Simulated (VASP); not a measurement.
# Zr2NbTe4 (P4/mmm) in VASP: single point with PBE

Aim: the single point of Zr2NbTe4 with PBE.

All numbers are computed with VASP 6.6.1; they aren't measurements. Logs are shortened: lines on timing, memory, paths and dates and some standing lists are left out, and cuts for length are marked.

### Step 1. The cell of the first run

Symmetry: P4/mmm, No. 123, tetragonal system. The conventional cell has a = 8.337 Å, b = 8.337 Å, c = 4.879 Å, α = 90.00°, β = 90.00°, γ = 90.00°. Zr (site symmetry 4/mmm) has 2 Nb at 2.44 Å within 3.2 Å. Zr (site symmetry 4/mmm) has 4 Te at 2.69 Å within 3.5 Å. Nb (site symmetry 4/mmm) has 2 Zr at 2.44 Å within 3.2 Å. Within 3.5 Å of Te (site symmetry m2m) lie 1 Zr at 2.69 Å and 1 Te at 2.96 Å.

The cell was generated, and may not be a known phase.

### Step 2. Single point, PBE

Contents of INCAR:

```
PREC     = Accurate       # precision mode
ENCUT    = 500            # plane-wave cutoff, eV
EDIFF    = 1E-6           # SCF threshold, eV
ISMEAR   = 0              # smearing method
SIGMA    = 0.2            # smearing width, eV
LREAL    = False          # projectors in reciprocal space
LASPH    = True           # aspherical terms in the spheres
NELM     = 120            # most SCF steps
ALGO     = Normal         # electronic algorithm
ISIF     = 2              # what is computed and relaxed
LWAVE    = False          # write WAVECAR
LCHARG   = False          # write CHGCAR
GGA      = PE             # functional
NBANDS   = 40             # bands
GGA_COMPAT= False
```

Contents of KPOINTS:

```
Automatic mesh
0
Gamma
  3 3 4
```

Contents of POSCAR:

```
Zr2NbTe4
1.0
    8.3371684273      0.0000000000      0.0000000000
    0.0000000000      8.3371684273      0.0000000000
    0.0000000000      0.0000000000      4.8789333287
Zr Nb Te
2 1 4
Direct
    0.0000000000      0.0000000000      0.0000000000
    0.5000000000      0.5000000000      0.0000000000
    0.0000000000      0.0000000000      0.5000000000
    0.1774129362      0.5000000000      0.0000000000
    0.8225870638      0.5000000000      0.0000000000
    0.5000000000      0.1774129362      0.0000000000
    0.5000000000      0.8225870638      0.0000000000
```

Potentials or basis: VASP PAW PBE potentials, release 64 (Zr_sv, Nb_sv, Te).

Command:

```console
$ cat potpaw_PBE.64/Zr_sv/POTCAR potpaw_PBE.64/Nb_sv/POTCAR potpaw_PBE.64/Te/POTCAR > POTCAR
$ mpirun -np 1 vasp_std > vasp.out
```

OUTCAR:

```text
PREC = Accurate
   ENCUT = 500
   EDIFF = 1E-6
   ISMEAR = 0
   LREAL = False
   LASPH = True
   NELM = 120
   ISIF = 2
   GGA = PE

 ion  position               nearest neighbor table
   1  0.000  0.000  0.000-   3 2.44   3 2.44
   2  0.500  0.500  0.000-   4 2.69   5 2.69   6 2.69   7 2.69
   3  0.000  0.000  0.500-   1 2.44   1 2.44
   4  0.177  0.500  0.000-   2 2.69   5 2.96
   5  0.823  0.500  0.000-   2 2.69   4 2.96
   6  0.500  0.177  0.000-   2 2.69   7 2.96
   7  0.500  0.823  0.000-   2 2.69   6 2.96

  LATTYP: Found a simple tetragonal cell.
 ALAT       =     8.3371684273
 C/A-ratio  =     0.5852026826

  Lattice vectors:

 A1 = (   8.3371684273,   0.0000000000,   0.0000000000)
 A2 = (   0.0000000000,   8.3371684273,   0.0000000000)
 A3 = (   0.0000000000,   0.0000000000,   4.8789333287)

Analysis of symmetry for initial positions (statically):
=====================================================================
 Subroutine PRICEL returns:
 Original cell was already a primitive cell.

 Routine SETGRP: Setting up the symmetry group for a
 simple tetragonal supercell.

 Subroutine GETGRP returns: Found 16 space group operations
 (whereof 16 operations were pure point group operations)
 out of a pool of 16 trial point group operations.

The static configuration has the point symmetry D_4h.

Analysis of symmetry for dynamics (positions and initial velocities):
=====================================================================
 Subroutine PRICEL returns:
 Original cell was already a primitive cell.

 Routine SETGRP: Setting up the symmetry group for a
 simple tetragonal supercell.

 Subroutine GETGRP returns: Found 16 space group operations
 (whereof 16 operations were pure point group operations)
 out of a pool of 16 trial point group operations.

The dynamic configuration has the point symmetry D_4h.

 Subroutine INISYM returns: Found 16 space group operations
 (whereof 16 operations are pure point group operations),
 and found     1 'primitive' translations

----------------------------------------------------------------------------------------

                                     Primitive cell

  volume of cell :     339.1267

  direct lattice vectors                    reciprocal lattice vectors
     8.337168427  0.000000000  0.000000000     0.119944800  0.000000000  0.000000000
     0.000000000  8.337168427  0.000000000     0.000000000  0.119944800  0.000000000
     0.000000000  0.000000000  4.878933329     0.000000000  0.000000000  0.204962834

  length of vectors
     8.337168427  8.337168427  4.878933329     0.119944800  0.119944800  0.204962834

  position of ions in fractional coordinates (direct lattice)
     0.000000000  0.000000000  0.000000000
     0.500000000  0.500000000  0.000000000
     0.000000000  0.000000000  0.500000000
     0.177412936  0.500000000  0.000000000
     0.822587064  0.500000000  0.000000000
     0.500000000  0.177412936  0.000000000
     0.500000000  0.822587064  0.000000000

  ion indices of the primitive-cell ions
   primitive index   ion index
                 1           1
                 2           2
                 3           3
                 4           4
                 5           5
                 6           6
                 7           7

----------------------------------------------------------------------------------------

 KPOINTS: Automatic mesh

Automatic generation of k-mesh.
 Grid dimensions read from file:
 generate k-points for:    3    3    4

 Generating k-lattice:

  Cartesian coordinates                     Fractional coordinates (reciprocal lattice)
     0.039981600  0.000000000  0.000000000     0.333333333  0.000000000  0.000000000
     0.000000000  0.039981600  0.000000000     0.000000000  0.333333333  0.000000000
     0.000000000  0.000000000  0.051240708     0.000000000  0.000000000  0.250000000

  Length of vectors
     0.039981600  0.039981600  0.051240708

  Shift w.r.t. Gamma in fractional coordinates (k-lattice)
     0.000000000  0.000000000  0.000000000

 Subroutine IBZKPT returns following result:
 ===========================================

 Found      9 irreducible k-points:

 Following reciprocal coordinates:
            Coordinates               Weight
  0.000000  0.000000  0.000000      1.000000
  0.333333  0.000000  0.000000      4.000000
  0.333333  0.333333  0.000000      4.000000
  0.000000  0.000000  0.250000      2.000000
  0.333333  0.000000  0.250000      8.000000
  0.333333  0.333333  0.250000      8.000000
  0.000000  0.000000  0.500000      1.000000
  0.333333  0.000000  0.500000      4.000000
  0.333333  0.333333  0.500000      4.000000
   k-points           NKPTS =      9   k-points in BZ     NKDIM =      9   number of bands    NBANDS=     40
   number of dos      NEDOS =    301   number of ions     NIONS =      7
   total plane-waves  NPLWV = 147456
   dimension x,y,z NGX =    64 NGY =   64 NGZ =   36
   dimension x,y,z NGXF=   128 NGYF=  128 NGZF=   72
   ions per type =               2   1   4
   NGX,Y,Z   is equivalent  to a cutoff of  12.76, 12.76, 12.27 a.u.
   NGXF,Y,Z  is equivalent  to a cutoff of  25.52, 25.52, 24.53 a.u.
 SYSTEM =  unknown system
   PREC   = accura    normal or accurate (medium, high low for compatibility)
   ISTART =      0    job   : 0-new  1-cont  2-samecut
   ICHARG =      2    charge: 1-file 2-atom 10-const
   ISPIN  =      1    spin polarized calculation?
   LNONCOLLINEAR =      F non collinear calculations
   LSORBIT =      F    spin-orbit coupling
   LASPH  =      T    aspherical Exc in radial PAW
   ENCUT  =  500.0 eV  36.75 Ry    6.06 a.u.  15.20 15.20  8.90*2*pi/ulx,y,z
   NELM   =    120;   NELMIN=  2; NELMDL= -5     # of ELM steps
   EDIFF  = 0.1E-05   stopping-criterion for ELM
   LREAL  =      F    real-space projection
   EDIFFG = 0.1E-04   stopping-criterion for IOM
   NSW    =      0    number of steps for IOM
   IBRION =     -1    ionic relax: 0-MD 1-quasi-New 2-CG
   NFREE  =      0    steps in history (QN), initial steepest desc. (CG)
   ISIF   =      2    stress and relaxation
   ISYM   =      2    0-nonsym 1-usesym 2-fastsym
   POTIM  = 0.5000    time-step for ionic-motion
   TEBEG  =    0.0;   TEEND  =   0.0 temperature during run
   PSTRESS=    0.0 pullay stress
   NELECT =      61.0000    total number of electrons
   NUPDOWN=      -1.0000    fix difference up-down
   EMIN   =  10.00;   EMAX   =-10.00  energy-range for DOS
   EFERMI =   0.00;   METHOD = LEGACY
   ISMEAR =     0;   SIGMA  =   0.20  broadening in eV -4-tet -1-fermi 0-gaus
   EFERMI_NEDOS =   21; number of points for ismear=-14 and -15
   IALGO  =     38    algorithm
   IMIX   =      4    mixing-type and parameters
     AMIX     =   0.40;   BMIX     =  1.00
     AMIX_MAG =   1.60;   BMIX_MAG =  1.00
  volume/ion in A,a.u.               =      48.45       326.93
  Fermi-wavevector in a.u.,A,eV,Ry     =   0.924125  1.746343 11.619473  0.854007
  Thomas-Fermi vector in A             =   2.049837
   LORBIT       =      0    0 simple, 1 ext, 2 COOP (PROOUT), +10 PAW based schemes
   GGA     = PE    functional components
   LHFCALC =     F    Hartree Fock is set to
   AEXX    =    0.0000 exact exchange contribution
   IVDW    =     0    specifies the selected vdW correction
   LEPSILON=     F    determine dielectric tensor
   LRPA    =     F    only Hartree local field effects (RPA)
 non-spin polarized calculation
 Gauss-broadening in eV      SIGMA  =   0.20
  energy-cutoff  :      500.00
  volume of cell :      339.13
 maximum number of plane-waves:      8638
 NGX is ok and might be reduce to    64
   NGX = 31   NGY = 31   NGZ = 17

 number of electron      60.9999998 magnetization

 Free energy of the ion-electron system (eV)
  ---------------------------------------------------
  ext. energy  EPLUGINS =         0.00000000
  ---------------------------------------------------
  free energy    TOTEN  =       -30.76412892 eV

  energy without entropy =      -30.48684624  energy(sigma->0) =      -30.62548758

 E-fermi :   2.2923     XC(G=0):  -7.3690

 val. band max:        2.2842224200   @ k =   0.3333   0.0000   0.2500
 cond. band min:       2.3014338267   @ k =   0.3333   0.3333   0.5000
 fundamental gap:      0.0172114067
 Fermi energy:         2.2923345755

 k-point     1 :       0.0000    0.0000    0.0000
  band No.  band energies     occupation
      1     -52.6163      2.00000
      2     -47.0180      2.00000
      3     -46.9760      2.00000
      4     -29.1907      2.00000
      5     -28.8836      2.00000
      6     -28.8836      2.00000
[... 32 lines left out ...]
     39       4.6829      0.00000
     40       4.8450      0.00000

 k-point     2 :       0.3333    0.0000    0.0000
  band No.  band energies     occupation
      1     -52.6163      2.00000
      2     -47.0180      2.00000
      3     -46.9760      2.00000
      4     -29.1907      2.00000
      5     -28.8836      2.00000
      6     -28.8836      2.00000
[... 32 lines left out ...]
     39       4.4457      0.00000
     40       4.4611      0.00000

 k-point     3 :       0.3333    0.3333    0.0000
  band No.  band energies     occupation
      1     -52.6163      2.00000
      2     -47.0180      2.00000
      3     -46.9760      2.00000
      4     -29.1907      2.00000
      5     -28.8836      2.00000
      6     -28.8836      2.00000
[... 32 lines left out ...]
     39       4.2831      0.00000
     40       4.3222      0.00000

 k-point     4 :       0.0000    0.0000    0.2500
  band No.  band energies     occupation
      1     -52.6116      2.00000
      2     -47.0180      2.00000
      3     -46.9930      2.00000
      4     -28.9042      2.00000
      5     -28.8779      2.00000
      6     -28.8779      2.00000
[... 32 lines left out ...]
     39       4.4043      0.00000
     40       4.4056      0.00000
[... 127 lines left out ...]
     39       3.9172      0.00000
     40       3.9829      0.00000

 k-point     8 :       0.3333    0.0000    0.5000
  band No.  band energies     occupation
      1     -52.6068      2.00000
      2     -47.0180      2.00000
      3     -47.0100      2.00000
      4     -28.8722      2.00000
      5     -28.8722      2.00000
      6     -28.5567      2.00000
[... 32 lines left out ...]
     39       3.8646      0.00000
     40       3.9975      0.00000

 k-point     9 :       0.3333    0.3333    0.5000
  band No.  band energies     occupation
      1     -52.6068      2.00000
      2     -47.0180      2.00000
      3     -47.0100      2.00000
      4     -28.8722      2.00000
      5     -28.8722      2.00000
      6     -28.5567      2.00000
[... 32 lines left out ...]
     39       3.6919      0.00000
     40       3.7917      0.00000

------------------------ aborting loop because EDIFF is reached ----------------------------------------

  FORCE on cell =-STRESS in cart. coord.  units (eV):
  Direction    XX          YY          ZZ          XY          YZ          ZX
  --------------------------------------------------------------------------------------
  -------------------------------------------------------------------------------------
  Total        1.2719396      1.2719396      0.1437106      0.0000000      0.0000000      0.0000000
  in kB        6.0091778      6.0091778      0.6789495      0.0000000      0.0000000      0.0000000
  external PRESSURE =       4.2324350 kB  Pullay stress =       0.0000000 kB

 VOLUME and BASIS-vectors are now :
 -----------------------------------------------------------------------------
  energy-cutoff  :      500.00
  volume of cell :      339.13
      direct lattice vectors                 reciprocal lattice vectors
     8.337168427  0.000000000  0.000000000     0.119944800  0.000000000  0.000000000
     0.000000000  8.337168427  0.000000000     0.000000000  0.119944800  0.000000000
     0.000000000  0.000000000  4.878933329     0.000000000  0.000000000  0.204962834

 POSITION                                       TOTAL-FORCE (eV/Angst)
 -----------------------------------------------------------------------------------
      0.00000      0.00000      0.00000        -0.000000     -0.000000      0.000000
      4.16858      4.16858      0.00000        -0.000000     -0.000000      0.000000
      0.00000      0.00000      2.43947        -0.000000     -0.000000      0.000000
      1.47912      4.16858      0.00000         0.004703     -0.000000      0.000000
      6.85805      4.16858      0.00000        -0.004703     -0.000000      0.000000
      4.16858      1.47912      0.00000         0.000000      0.004703      0.000000
      4.16858      6.85805      0.00000        -0.000000     -0.004703     -0.000000
 -----------------------------------------------------------------------------------
    total drift:                                0.000000     -0.000000      0.000000

  FREE ENERGIE OF THE ION-ELECTRON SYSTEM (eV)
  ---------------------------------------------------
  free  energy   TOTEN  =       -30.7641289202 eV

  energy  without entropy=      -30.4868462378  energy(sigma->0) =      -30.62548758
```

It took 6.5 min on 1 thread of Intel Xeon 8259CL, shared host; peak memory 0.41 GiB.

Results:

```yaml
Free_energy: -30.7641 eV
Pressure: 0.4 GPa
Largest_force: 0.005 eV/Å
Band_gap_on_the_k_mesh: zero (an odd number of electrons rules out a gap without spin polarisation)
```

Forces on the atoms (eV/Å):
```
Zr   0.000  0.000  0.000
Zr   0.000  0.000  0.000
Nb   0.000  0.000  0.000
Te   0.005  0.000  0.000
Te  -0.005  0.000  0.000
Te   0.000  0.005  0.000
Te   0.000 -0.005  0.000
```

Caveat: spin-orbit coupling is left out, which moves the levels of the heavy elements.
